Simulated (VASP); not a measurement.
# SiC (I-4m2) in VASP: further runs

Runs on SiC. Level: r2SCAN. Tasks: single point.

Everything below comes from runs of VASP 6.6.1. Logs are shortened: lines on timing, memory, paths and dates and some standing lists are left out, and cuts for length are marked.

## 1. The cell of the first run

Symmetry: I-4m2, No. 119, tetragonal system. The conventional cell has a = 3.556 Å, b = 3.556 Å, c = 3.269 Å, α = 90.00°, β = 90.00°, γ = 90.00°. Within 2.6 Å of Si (site symmetry -4m2) lie 4 C at 1.96 Å. C (site symmetry -4m2) has 4 Si at 1.96 Å within 2.6 Å.

## 2. Single point, r2SCAN

POSCAR

```
SiC
1.0
    0.0000000000      2.5144847059      1.6344150588
    2.5144847059      0.0000000000      1.6344150588
    2.5144847059      2.5144847059      0.0000000000
Si C
1 1
Direct
    0.0000000000      0.0000000000      0.0000000000
    0.7500000000      0.7500000000      0.7500000000
```

INCAR.step1

```
SYSTEM = SiC
ALGO = Normal ; EDIFF = 1E-4
ENCUT = 520 ; GGA = PE
ISMEAR = 0 ; LASPH = .TRUE.
LCHARG = .FALSE. ; LREAL = .FALSE.
LWAVE = .TRUE. ; NBANDS = 11
NELM = 100 ; PREC = Accurate
SIGMA = 0.05
```

INCAR.step2

```
SYSTEM = SiC
ALGO = Normal ; EDIFF = 1E-6
ENCUT = 520 ; ISIF = 2
ISMEAR = 0 ; ISTART = 1
LASPH = .TRUE. ; LCHARG = .TRUE.
LELF = .TRUE. ; LMIXTAU = .TRUE.
LREAL = .FALSE. ; LVHAR = .TRUE.
LWAVE = .FALSE. ; METAGGA = R2SCAN
NBANDS = 11 ; NELM = 100
PREC = Accurate ; SIGMA = 0.05
```

KPOINTS

```
k-points
0
G
  12 12 12
  0 0 0
```

Potentials or basis: VASP PAW PBE potentials, release 64 (Si, C).

Started as:

```
$ cat potpaw_PBE.64/Si/POTCAR potpaw_PBE.64/C/POTCAR > POTCAR
$ cp INCAR.step1 INCAR
$ mpirun -np 1 vasp_std > vasp.out
$ cp INCAR.step2 INCAR
$ mpirun -np 1 vasp_std > vasp.out
```

OUTCAR:

```text
SYSTEM = SiC
   EDIFF = 1E-6
   ENCUT = 520
   ISIF = 2
   ISMEAR = 0
   ISTART = 1
   LASPH = .TRUE.
   LREAL = .FALSE.
   METAGGA = R2SCAN
   NELM = 100
   PREC = Accurate

 ion  position               nearest neighbor table
   1  0.000  0.000  0.000-   2 1.96   2 1.96   2 1.96   2 1.96
   2  0.750  0.750  0.750-   1 1.96   1 1.96   1 1.96   1 1.96

  LATTYP: Found a body centered tetragonal cell.
 ALAT       =     3.5560183735
 C/A-ratio  =     0.9192388155

  Lattice vectors:

 A1 = (   0.0000000000,  -2.5144847059,  -1.6344150588)
 A2 = (   0.0000000000,   2.5144847059,  -1.6344150588)
 A3 = (   2.5144847059,   0.0000000000,   1.6344150588)

Analysis of symmetry for initial positions (statically):
=====================================================================
 Subroutine PRICEL returns:
 Original cell was already a primitive cell.

 Routine SETGRP: Setting up the symmetry group for a
 body centered tetragonal supercell.

 Subroutine GETGRP returns: Found  8 space group operations
 (whereof  8 operations were pure point group operations)
 out of a pool of 16 trial point group operations.

The static configuration has the point symmetry D_2d.

Analysis of symmetry for dynamics (positions and initial velocities):
=====================================================================
 Subroutine PRICEL returns:
 Original cell was already a primitive cell.

 Routine SETGRP: Setting up the symmetry group for a
 body centered tetragonal supercell.

 Subroutine GETGRP returns: Found  8 space group operations
 (whereof  8 operations were pure point group operations)
 out of a pool of 16 trial point group operations.

The dynamic configuration has the point symmetry D_2d.

 Subroutine INISYM returns: Found  8 space group operations
 (whereof  8 operations are pure point group operations),
 and found     1 'primitive' translations

----------------------------------------------------------------------------------------

                                     Primitive cell

  volume of cell :      20.6676

  direct lattice vectors                    reciprocal lattice vectors
     0.000000000  2.514484706  1.634415059    -0.198847899  0.198847899  0.305919844
     2.514484706  0.000000000  1.634415059     0.198847899 -0.198847899  0.305919844
     2.514484706  2.514484706  0.000000000     0.198847899  0.198847899 -0.305919844

  length of vectors
     2.998990817  2.998990817  3.556018373     0.415533301  0.415533301  0.415533301

  position of ions in fractional coordinates (direct lattice)
     0.000000000  0.000000000  0.000000000
     0.750000000  0.750000000  0.750000000

  ion indices of the primitive-cell ions
   primitive index   ion index
                 1           1
                 2           2

----------------------------------------------------------------------------------------

 KPOINTS: k-points

Automatic generation of k-mesh.
 Grid dimensions read from file:
 generate k-points for:   12   12   12

 Generating k-lattice:

  Cartesian coordinates                     Fractional coordinates (reciprocal lattice)
    -0.016570658  0.016570658  0.025493320     0.083333333  0.000000000  0.000000000
     0.016570658 -0.016570658  0.025493320     0.000000000  0.083333333  0.000000000
     0.016570658  0.016570658 -0.025493320    -0.000000000 -0.000000000  0.083333333

  Length of vectors
     0.034627775  0.034627775  0.034627775

  Shift w.r.t. Gamma in fractional coordinates (k-lattice)
     0.000000000  0.000000000  0.000000000

 Subroutine IBZKPT returns following result:
 ===========================================

 Found    163 irreducible k-points:

 Following reciprocal coordinates:
            Coordinates               Weight
  0.000000  0.000000  0.000000      1.000000
  0.083333  0.000000  0.000000      8.000000
  0.166667  0.000000  0.000000      8.000000
  0.250000  0.000000  0.000000      8.000000
  0.333333  0.000000  0.000000      8.000000
  0.416667  0.000000  0.000000      8.000000
[... 16 lines left out ...]
  0.500000  0.166667  0.000000      8.000000
 -0.416667  0.166667  0.000000      8.000000
 [... further k-points ...]
   k-points           NKPTS =    163   k-points in BZ     NKDIM =    163   number of bands    NBANDS=     11
   number of dos      NEDOS =    301   number of ions     NIONS =      2
   total plane-waves  NPLWV =  16128
   dimension x,y,z NGX =    24 NGY =   24 NGZ =   28
   dimension x,y,z NGXF=    48 NGYF=   48 NGZF=   56
   ions per type =               1   1
   NGX,Y,Z   is equivalent  to a cutoff of  13.30, 13.30, 13.09 a.u.
   NGXF,Y,Z  is equivalent  to a cutoff of  26.61, 26.61, 26.18 a.u.
 SYSTEM =  SiC
   PREC   = accura    normal or accurate (medium, high low for compatibility)
   ISTART =      1    job   : 0-new  1-cont  2-samecut
   ICHARG =      0    charge: 1-file 2-atom 10-const
   ISPIN  =      1    spin polarized calculation?
   LNONCOLLINEAR =      F non collinear calculations
   LSORBIT =      F    spin-orbit coupling
   LASPH  =      T    aspherical Exc in radial PAW
   ENCUT  =  520.0 eV  38.22 Ry    6.18 a.u.   5.58  5.58  6.61*2*pi/ulx,y,z
   NELM   =    100;   NELMIN=  2; NELMDL=  0     # of ELM steps
   EDIFF  = 0.1E-05   stopping-criterion for ELM
   LREAL  =      F    real-space projection
   EDIFFG = 0.1E-04   stopping-criterion for IOM
   NSW    =      0    number of steps for IOM
   IBRION =     -1    ionic relax: 0-MD 1-quasi-New 2-CG
   NFREE  =      0    steps in history (QN), initial steepest desc. (CG)
   ISIF   =      2    stress and relaxation
   ISYM   =      2    0-nonsym 1-usesym 2-fastsym
   POTIM  = 0.5000    time-step for ionic-motion
   TEBEG  =    0.0;   TEEND  =   0.0 temperature during run
   PSTRESS=    0.0 pullay stress
   NELECT =       8.0000    total number of electrons
   NUPDOWN=      -1.0000    fix difference up-down
   EMIN   =  10.00;   EMAX   =-10.00  energy-range for DOS
   EFERMI =   0.00;   METHOD = LEGACY
   ISMEAR =     0;   SIGMA  =   0.05  broadening in eV -4-tet -1-fermi 0-gaus
   EFERMI_NEDOS =   21; number of points for ismear=-14 and -15
   IALGO  =     38    algorithm
   IMIX   =      4    mixing-type and parameters
     AMIX     =   0.40;   BMIX     =  1.00
     AMIX_MAG =   1.60;   BMIX_MAG =  1.00
  volume/ion in A,a.u.               =      10.33        69.74
  Fermi-wavevector in a.u.,A,eV,Ry     =   1.193094  2.254621 19.367534  1.423474
  Thomas-Fermi vector in A             =   2.329117
   LORBIT       =      0    0 simple, 1 ext, 2 COOP (PROOUT), +10 PAW based schemes
   METAGGA = R2SCAN    functional components
   LHFCALC =     F    Hartree Fock is set to
   AEXX    =    0.0000 exact exchange contribution
   IVDW    =     0    specifies the selected vdW correction
   LEPSILON=     F    determine dielectric tensor
   LRPA    =     F    only Hartree local field effects (RPA)
 non-spin polarized calculation
 Gauss-broadening in eV      SIGMA  =   0.05
  energy-cutoff  :      520.00
  volume of cell :       20.67
 maximum number of plane-waves:       578
 NGX is ok and might be reduce to    24

 number of electron       8.0000000 magnetization

 Free energy of the ion-electron system (eV)
  ---------------------------------------------------
  ext. energy  EPLUGINS =         0.00000000
  ---------------------------------------------------
  free energy    TOTEN  =       -17.93700567 eV

  energy without entropy =      -17.93665886  energy(sigma->0) =      -17.93683226

 E-fermi :   9.1153     XC(G=0): -12.1223

 val. band max:        9.0944888284   @ k =  -0.0833   0.1667   0.0833
 cond. band min:       9.1205084660   @ k =   0.1667   0.0000   0.0000
 fundamental gap:      0.0260196376
 Fermi energy:         9.1152740614

 k-point     1 :       0.0000    0.0000    0.0000
  band No.  band energies     occupation
      1      -7.9346      2.00000
      2       7.8738      2.00000
      3       7.8738      2.00000
      4      10.0502      0.00000
      5      13.9684      0.00000
      6      16.4206      0.00000
      7      17.6318      0.00000
      8      17.6610      0.00000
      9      17.6610      0.00000
     10      22.7369      0.00000
     11      23.5003      0.00000

 k-point     2 :       0.0833    0.0000    0.0000
  band No.  band energies     occupation
      1      -7.7770      2.00000
      2       7.4620      2.00000
      3       7.6457      2.00000
      4       9.6755      0.00000
      5      14.3361      0.00000
      6      15.8451      0.00000
      7      16.8662      0.00000
      8      17.7622      0.00000
      9      18.4684      0.00000
     10      22.1533      0.00000
     11      24.3009      0.00000

 k-point     3 :       0.1667    0.0000    0.0000
  band No.  band energies     occupation
      1      -7.3087      2.00000
      2       6.1977      2.00000
      3       7.0985      2.00000
      4       9.1205      0.88230
      5      13.7514      0.00000
      6      15.8167      0.00000
      7      15.9881      0.00000
      8      18.2129      0.00000
      9      19.9723      0.00000
     10      22.2507      0.00000
     11      26.2003      0.00000

 k-point     4 :       0.2500    0.0000    0.0000
  band No.  band energies     occupation
      1      -6.5460      2.00000
      2       4.3763      2.00000
      3       6.4752      2.00000
      4       8.6956      2.00000
      5      12.4806      0.00000
      6      14.8178      0.00000
      7      16.8445      0.00000
      8      19.1359      0.00000
      9      22.0811      0.00000
     10      22.8740      0.00000
     11      27.5258      0.00000
[... 239 lines left out ...]
 k-point    22 :       0.4167    0.1667    0.0000
  band No.  band energies     occupation
      1      -3.7461      2.00000
      2       1.0582      2.00000
      3       4.5918      2.00000
      4       6.4147      2.00000
      5      11.3135      0.00000
      6      15.3061      0.00000
      7      15.6580      0.00000
      8      19.6143      0.00000
      9      25.8827      0.00000
     10      26.9020      0.00000
     11      28.5645      0.00000

 k-point    23 :       0.5000    0.1667    0.0000
  band No.  band energies     occupation
      1      -3.2525      2.00000
      2       0.3167      2.00000
      3       4.4064      2.00000
      4       6.4017      2.00000
      5      11.6168      0.00000
      6      15.6521      0.00000
      7      15.8422      0.00000
      8      19.2372      0.00000
      9      26.1141      0.00000
     10      27.3860      0.00000
     11      27.6092      0.00000

 k-point    24 :      -0.4167    0.1667    0.0000
  band No.  band energies     occupation
      1      -3.9839      2.00000
      2       1.1701      2.00000
      3       4.4794      2.00000
      4       6.6153      2.00000
      5      11.8981      0.00000
      6      15.9080      0.00000
      7      16.7875      0.00000
      8      18.6381      0.00000
      9      24.7790      0.00000
     10      25.9982      0.00000
     11      26.7504      0.00000

 [... further k-points ...]
[... 5 lines left out ...]
  --------------------------------------------------------------------------------------
  -------------------------------------------------------------------------------------
  Total       -4.2584385     -4.2584385      3.6838932      0.0000000      0.0000000      0.0000000
  in kB     -330.1190705   -330.1190705    285.5796571      0.0000000      0.0000000      0.0000000
  external PRESSURE =    -124.8861613 kB  Pullay stress =       0.0000000 kB

 VOLUME and BASIS-vectors are now :
 -----------------------------------------------------------------------------
  energy-cutoff  :      520.00
  volume of cell :       20.67
      direct lattice vectors                 reciprocal lattice vectors
     0.000000000  2.514484706  1.634415059    -0.198847899  0.198847899  0.305919844
     2.514484706  0.000000000  1.634415059     0.198847899 -0.198847899  0.305919844
     2.514484706  2.514484706  0.000000000     0.198847899  0.198847899 -0.305919844

 POSITION                                       TOTAL-FORCE (eV/Angst)
 -----------------------------------------------------------------------------------
      0.00000      0.00000      0.00000        -0.000000     -0.000000     -0.000000
      3.77173      3.77173      2.45162         0.000000      0.000000      0.000000
 -----------------------------------------------------------------------------------
    total drift:                                0.000000      0.000000     -0.000005

  FREE ENERGIE OF THE ION-ELECTRON SYSTEM (eV)
  ---------------------------------------------------
  free  energy   TOTEN  =       -17.9370056664 eV

  energy  without entropy=      -17.9366588635  energy(sigma->0) =      -17.93683226
```

It took 54 s on 1 thread of Intel Xeon Platinum 8559C (Emerald Rapids), shared host; peak memory 0.16 GiB.

What came out:

```
Free energy            : -17.9370 eV
Pressure               : -12.5 GPa
Band gap on the k mesh : zero (band 4 reaches 10.05 eV, above the bottom of band 5 at 7.80 eV)
```

Caveat: the PAW data sets were made with another functional, which shifts forces and pressure a little.

## 3. Single point, r2SCAN

This run uses another cell than the first one, of the same volume but with other edges.

POSCAR

```
SiC
1.0
    0.0000000000      1.9027849056      2.8541773585
    1.9027849056      0.0000000000      2.8541773585
    1.9027849056      1.9027849056      0.0000000000
Si C
1 1
Direct
    0.0000000000      0.0000000000      0.0000000000
    0.7500000000      0.7500000000      0.7500000000
```

INCAR.step1

```
SYSTEM = SiC
PREC = Accurate ; ENCUT = 520
ISMEAR = 0 ; SIGMA = 0.05
LREAL = .FALSE. ; LASPH = .TRUE.
NELM = 80 ; NBANDS = 11
GGA = PE ; ALGO = Normal
EDIFF = 1E-4 ; LWAVE = .TRUE.
LCHARG = .FALSE.
```

INCAR.step2

```
SYSTEM = SiC
PREC = Accurate ; ENCUT = 520
EDIFF = 1E-7 ; ISMEAR = 0
SIGMA = 0.05 ; LREAL = .FALSE.
LASPH = .TRUE. ; NELM = 80
ALGO = Normal ; ISIF = 2
LWAVE = .FALSE. ; LCHARG = .FALSE.
METAGGA = R2SCAN ; LMIXTAU = .TRUE.
NBANDS = 11 ; ISTART = 1
```

KPOINTS

```
regular mesh
0
G
  12 12 12
  0 0 0
```

Potentials or basis: VASP PAW PBE potentials, release 64 (Si, C).

Started as:

```
$ cat potpaw_PBE.64/Si/POTCAR potpaw_PBE.64/C/POTCAR > POTCAR
$ cp INCAR.step1 INCAR
$ mpirun -np 1 vasp_std > vasp.out
$ cp INCAR.step2 INCAR
$ mpirun -np 1 vasp_std > vasp.out
```

It took 73 s on 1 thread of Intel Xeon Platinum 8559C (Emerald Rapids), shared host; peak memory 0.16 GiB.

Results (log left out):

```
Free energy            : -16.4511 eV
Pressure               : -1.3 GPa
Band gap on the k mesh : zero (band 4 reaches 10.63 eV, above the bottom of band 5 at 9.18 eV)
```

Stress tensor (GPa, compression positive):
```
 46.11   0.00   0.00
  0.00  46.11   0.00
  0.00   0.00 -96.17
```

Levels at points of the mesh, in eV from the Fermi level:
| k point | band 1 | band 2 | band 3 | band 4 | band 5 | band 6 | band 7 | band 8 | band 9 |
| --- | --- | --- | --- | --- | --- | --- | --- | --- | --- |
| (0.00, 0.00, 0.00) | -17.98 | -4.83 | 0.22 | 0.22 | 0.44 | 6.05 | 6.78 | 6.78 | 10.18 |
| (0.50, 0.00, 0.00) | -13.89 | -10.43 | -5.42 | -1.24 | 0.58 | 7.93 | 9.74 | 10.30 | 14.50 |
| (0.50, 0.50, 0.00) | -14.57 | -13.07 | -1.39 | -1.39 | 3.31 | 7.94 | 8.82 | 13.09 | 13.09 |
| (0.50, 0.00, 0.50) | -11.34 | -7.73 | -6.19 | -5.25 | -0.62 | 1.16 | 6.05 | 10.35 | 11.83 |

Caveat: the PAW data sets were made with another functional, which shifts forces and pressure a little.
